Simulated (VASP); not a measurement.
Write the native input for VASP 6.6.1 that does the following.

- Task: relaxation of cell and atoms
- Functional: PBE
- Potentials or basis: VASP PAW PBE potentials, release 64 (Fe, Br)
- Cutoff: 600 eV
- k mesh: 3 × 3 × 3
- Occupations: gaussian, width 0.15 eV
- Spin: collinear spin, ferromagnetic start
- Starting moments: [4.0, 0.0, 0.0, 0.0, 0.0] μB
- Dipole correction: no
- Further INCAR settings: ALGO = Normal; EDIFF = 1e-06; IBRION = 2; EDIFFG = -0.08; NSW = 36; ISIF = 3

The structure of FeBr4 lies in POSCAR:

```
FeBr4
1.0
   -3.2850000000      3.2850000000      3.2850000000
    3.2850000000     -3.2850000000      3.2850000000
    3.2850000000      3.2850000000     -3.2850000000
Fe Br
1 4
Direct
    0.0000000000      0.0000000000      0.0000000000
    0.5980000000      0.0000000000      0.0000000000
    0.0000000000      0.0000000000      0.5980000000
    0.0000000000      0.5980000000      0.0000000000
    0.4020000000      0.4020000000      0.4020000000
```

These files were run (other wordings do the same):

INCAR

```
SYSTEM = FeBr4
PREC     = Accurate       ! precision mode
ENCUT    = 600            ! plane-wave cutoff, eV
EDIFF    = 1E-6           ! SCF threshold, eV
ISMEAR   = 0              ! smearing method
SIGMA    = 0.15           ! smearing width, eV
LREAL    = .False.        ! projectors in reciprocal space
LASPH    = .True.         ! aspherical terms in the spheres
NELM     = 150            ! most SCF steps
ALGO     = Normal         ! electronic algorithm
ISIF     = 3              ! what is computed and relaxed
LWAVE    = .False.        ! write WAVECAR
LCHARG   = .False.        ! write CHGCAR
ISPIN    = 2              ! spin polarisation
MAGMOM   = 4 0 0 0 0      ! initial moments
LORBIT   = 11             ! projections on sites
LMAXMIX  = 4              ! l up to which the mixer works
GGA      = PE             ! functional
IBRION   = 2              ! ionic algorithm
NSW      = 36             ! ionic steps
EDIFFG   = -0.08          ! ionic threshold
```

KPOINTS

```
regular mesh
0
Gamma
  3 3 3
  0 0 0
```

Potentials or basis: VASP PAW PBE potentials, release 64 (Fe, Br).

Run with:

```bash
$ cat potpaw_PBE.64/Fe/POTCAR potpaw_PBE.64/Br/POTCAR > POTCAR
$ mpirun -np 1 vasp_std > vasp.out
```

It gave:

| Property | Result |
| --- | --- |
| Relaxed volume | 43.47 Å³/atom |
| Relaxed cell | a = 6.560 Å, b = 6.560 Å, c = 6.560 Å, α = 109.47°, β = 109.47°, γ = 109.47° |
| Space group after relaxing (to 0.1 Å) | I-43m (No. 217) |
| Energy gained by relaxing | 143.6 meV/atom |
| Ionic steps | 11 |
| Pressure after relaxing | 0.0 GPa |
| Largest force after relaxing | 0.023 eV/Å |
| Band gap on the k mesh | zero (filled and empty bands overlap) |
| Net moment | 4.00 μB per cell |
| Site moments | Fe +3.13; Br +0.13 μB |
| Valence electrons inside the program's atomic spheres | Fe 6.96; Br 4.82 |

Caveat: the k points lie up to 0.39 Å⁻¹ apart in the final cell; the volume moved by over 15 % at a fixed basis, so the end points are rough; semilocal functionals often make such compounds metallic where correlation or magnetic order opens a gap, which also shifts bond lengths.

Wall time 7.9 min on 1 thread of Intel(R) Xeon(R) Platinum 8488C (Sapphire Rapids) (shared host), peak memory 0.4 GiB.
